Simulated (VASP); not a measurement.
# Sc (Pm-3m) in VASP: a series of runs, part 2 of 2

VASP 6.6.1. The steps go on from the part before.

### 5 Relaxation of cell and atoms, PBE, target pressure 51 GPa, at which the enthalpy is minimised

This run uses another cell than the first one, of 15.70 Å³/atom, 1.083 times its volume.

Input file INCAR:

```
SYSTEM = Sc
PREC     = Accurate       ! precision mode
ENCUT    = 500            ! plane-wave cutoff, eV
EDIFF    = 1E-7           ! SCF threshold, eV
ISMEAR   = -1             ! smearing method
SIGMA    = 0.05           ! smearing width, eV
LREAL    = .False.        ! projectors in reciprocal space
LASPH    = .True.         ! aspherical terms in the spheres
NELM     = 120            ! most SCF steps
ALGO     = Normal         ! electronic algorithm
ISIF     = 3              ! what is computed and relaxed
LWAVE    = .False.        ! write WAVECAR
LCHARG   = .False.        ! write CHGCAR
GGA      = PE             ! functional
IBRION   = 2              ! ionic algorithm
NSW      = 60             ! ionic steps
EDIFFG   = -0.005         ! ionic threshold
PSTRESS  = 510.0        
GGA_COMPAT= .False.      
NELMIN   = 4
```

Input file KPOINTS:

```
Automatic mesh
0
Gamma
  15 15 15
  0 0 0
```

Input file POSCAR:

```
Sc
1.0
    2.5038326366      0.0000000000      0.0000000000
    0.0000000000      2.5038326366      0.0000000000
    0.0000000000      0.0000000000      2.5038326366
Sc
1
Direct
    0.0000000000      0.0000000000      0.0000000000
```

Potentials or basis: VASP PAW PBE potentials, release 64 (Sc_sv).

Run with:

```sh
cat potpaw_PBE.64/Sc_sv/POTCAR > POTCAR
mpirun -np 1 vasp_std > vasp.out
```

OUTCAR:

```text
SYSTEM = Sc
   PREC = Accurate
   ENCUT = 500
   EDIFF = 1E-7
   ISMEAR = -1
   LREAL = .False.
   LASPH = .True.
   NELM = 120
   ISIF = 3
   GGA = PE
   IBRION = 2
   NSW = 60
   EDIFFG = -0.005
   PSTRESS = 510.0
   NELMIN = 4

 ion  position               nearest neighbor table
   1  0.000  0.000  0.000-

  LATTYP: Found a simple cubic cell.
 ALAT       =     2.5038326366

  Lattice vectors:

 A1 = (   2.5038326366,   0.0000000000,   0.0000000000)
 A2 = (   0.0000000000,   2.5038326366,   0.0000000000)
 A3 = (   0.0000000000,   0.0000000000,   2.5038326366)

Analysis of symmetry for initial positions (statically):
=====================================================================
 Subroutine PRICEL returns:
 Original cell was already a primitive cell.

 Routine SETGRP: Setting up the symmetry group for a
 simple cubic supercell.

 Subroutine GETGRP returns: Found 48 space group operations
 (whereof 48 operations were pure point group operations)
 out of a pool of 48 trial point group operations.

The static configuration has the point symmetry O_h .

Analysis of symmetry for dynamics (positions and initial velocities):
=====================================================================
 Subroutine PRICEL returns:
 Original cell was already a primitive cell.

 Routine SETGRP: Setting up the symmetry group for a
 simple cubic supercell.

 Subroutine GETGRP returns: Found 48 space group operations
 (whereof 48 operations were pure point group operations)
 out of a pool of 48 trial point group operations.

The dynamic configuration has the point symmetry O_h .

 Subroutine INISYM returns: Found 48 space group operations
 (whereof 48 operations are pure point group operations),
 and found     1 'primitive' translations

[... 114 lines left out ...]
  Fermi-wavevector in a.u.,A,eV,Ry     =   1.454121  2.747890 28.769067  2.114467
  Thomas-Fermi vector in A             =   2.571308
   LORBIT       =      0    0 simple, 1 ext, 2 COOP (PROOUT), +10 PAW based schemes
   GGA     = PE    functional components
   LHFCALC =     F    Hartree Fock is set to
   AEXX    =    0.0000 exact exchange contribution
   IVDW    =     0    specifies the selected vdW correction
   LEPSILON=     F    determine dielectric tensor
   LRPA    =     F    only Hartree local field effects (RPA)
 conjugate gradient relaxation of ions
 non-spin polarized calculation
  energy-cutoff  :      500.00
  volume of cell :       15.70
 maximum number of plane-waves:       413
   NGX =  9   NGY =  9   NGZ =  9

--------------------------------------- Ionic step        1  -------------------------------------------

 number of electron      10.9999997 magnetization

 Free energy of the ion-electron system (eV)
  ---------------------------------------------------
  ext. energy  EPLUGINS =         0.00000000
  ---------------------------------------------------
  free energy    TOTEN  =        -4.59406721 eV

  energy without entropy =       -4.57815453  energy(sigma->0) =       -4.58611087

------------------------ aborting loop because EDIFF is reached ----------------------------------------

  FORCE on cell =-STRESS in cart. coord.  units (eV):
  Direction    XX          YY          ZZ          XY          YZ          ZX
  --------------------------------------------------------------------------------------
  -------------------------------------------------------------------------------------
  Total        3.8502375      3.8502375      3.8502375      0.0000000      0.0000000      0.0000000
  in kB      392.9906430    392.9906430    392.9906430      0.0000000      0.0000000      0.0000000
  external PRESSURE =    -117.0093570 kB  Pullay stress =     510.0000000 kB
[... 98 lines left out ...]
--------------------------------------- Ionic step        4  -------------------------------------------

 number of electron      10.9999997 magnetization

 Free energy of the ion-electron system (eV)
  ---------------------------------------------------
  ext. energy  EPLUGINS =         0.00000000
  ---------------------------------------------------
  free energy    TOTEN  =        -4.28171626 eV

  energy without entropy =       -4.26675159  energy(sigma->0) =       -4.27423393

 E-fermi :   7.5235     XC(G=0): -12.1513

 val. band max:        7.5223313865   @ k =   0.4667   0.3333   0.3333
 cond. band min:       7.5445796679   @ k =   0.3333   0.2000   0.0667
 fundamental gap:      0.0222482814
 Fermi energy:         7.5235417143

 k-point     1 :       0.0000    0.0000    0.0000
  band No.  band energies     occupation
      1     -41.6661      2.00000
      2     -18.8564      2.00000
      3     -18.8564      2.00000
      4     -18.8564      2.00000
      5       2.1073      2.00000
      6       6.0328      2.00000
      7       6.0328      2.00000
      8      14.2372      0.00000
      9      14.2372      0.00000
[... 265 lines left out ...]
 k-point    24 :       0.3333    0.2000    0.0000
  band No.  band energies     occupation
      1     -41.1481      2.00000
      2     -20.6955      2.00000
      3     -19.5594      2.00000
      4     -18.5897      2.00000
      5       5.3907      2.00000
      6       7.3492      1.94057
      7       9.1378      0.00000
      8      11.6914      0.00000
      9      11.8511      0.00000

 [... further k-points ...]
[... 5 lines left out ...]
  --------------------------------------------------------------------------------------
  -------------------------------------------------------------------------------------
  Total        4.6389128      4.6389128      4.6389128     -0.0000000     -0.0000000     -0.0000000
  in kB      509.7100717    509.7100717    509.7100717     -0.0000000     -0.0000000     -0.0000000
  external PRESSURE =      -0.2899283 kB  Pullay stress =     510.0000000 kB
[... 20 lines left out ...]
  energy  without entropy=       -4.2667515925  energy(sigma->0) =       -4.27423393

  enthalpy is  TOTEN    =         0.3598352089 eV   P V=        4.6415514729

 reached required accuracy - stopping structural energy minimisation
```

Run time: 23 s. Hardware: 1 thread of Intel Xeon Platinum 8488C (Sapphire Rapids), shared host; peak memory 0.14 GiB.

What came out:

- Free energy: -4.2817 eV
- Relaxed volume: 14.58 Å³/atom
- Relaxed cell: a = 2.443 Å, b = 2.443 Å, c = 2.443 Å, α = 90.00°, β = 90.00°, γ = 90.00°
- Space group after relaxing (to 0.05 Å): Pm-3m (No. 221)
- Energy change on relaxing (the enthalpy is what falls): +312.4 meV/atom
- Ionic steps: 4
- Pressure after relaxing: 51.0 GPa

Step by step:
```
step  energy change (eV)  largest force (eV/Å)  pressure (GPa)  volume (Å³)
   1              0.0000                0.0000           39.30        15.70
   2              0.8192                0.0000           70.88        13.23
   3              0.3053                0.0000           50.71        14.60
   4              0.3124                0.0000           50.97        14.58
```

Final structure:
```cif
data_structure
_symmetry_space_group_name_H-M 'P 1'
_symmetry_Int_Tables_number 1
_cell_length_a 2.4431
_cell_length_b 2.4431
_cell_length_c 2.4431
_cell_angle_alpha 90.000
_cell_angle_beta 90.000
_cell_angle_gamma 90.000
_cell_volume 14.58
loop_
_atom_site_label
_atom_site_type_symbol
_atom_site_fract_x
_atom_site_fract_y
_atom_site_fract_z
_atom_site_occupancy
Sc1 Sc 0.00000 0.00000 0.00000 1
```

Levels at points of the mesh, in eV from the Fermi level:
| k point | band 1 | band 2 | band 3 | band 4 | band 5 | band 6 | band 7 | band 8 | band 9 |
| --- | --- | --- | --- | --- | --- | --- | --- | --- | --- |
| (0.00, 0.00, 0.00) | -49.19 | -26.38 | -26.38 | -26.38 | -5.42 | -1.49 | -1.49 | 6.71 | 6.71 |

Caveat: the cell is relaxed towards a set pressure, so the enthalpy falls and the energy may rise.

### 6 The runs side by side

```tsv
task	cell	gap on the mesh (eV)	pressure (GPa)
single point	a = 2.438 Å, 1 atom	none	52.1
relaxation of cell and atoms	relaxed to 51 GPa from a = 2.438 Å, 1 atom	none	51.0
relaxation of cell and atoms	relaxed to 51 GPa from a = 2.504 Å, 1 atom	none	51.0
```

Alike in all rows: level PBE; potentials or basis VASP PAW PBE potentials, release 64 (Sc_sv); no spin polarisation; k mesh 15 × 15 × 15; cutoff (eV) 500; smearing fermi-dirac 0.05 eV.

Caveats: the cell is relaxed towards a set pressure, so the enthalpy falls and the energy may rise (some runs).

Total energies depend on the potentials used, so only differences within one code and one set of settings carry meaning.
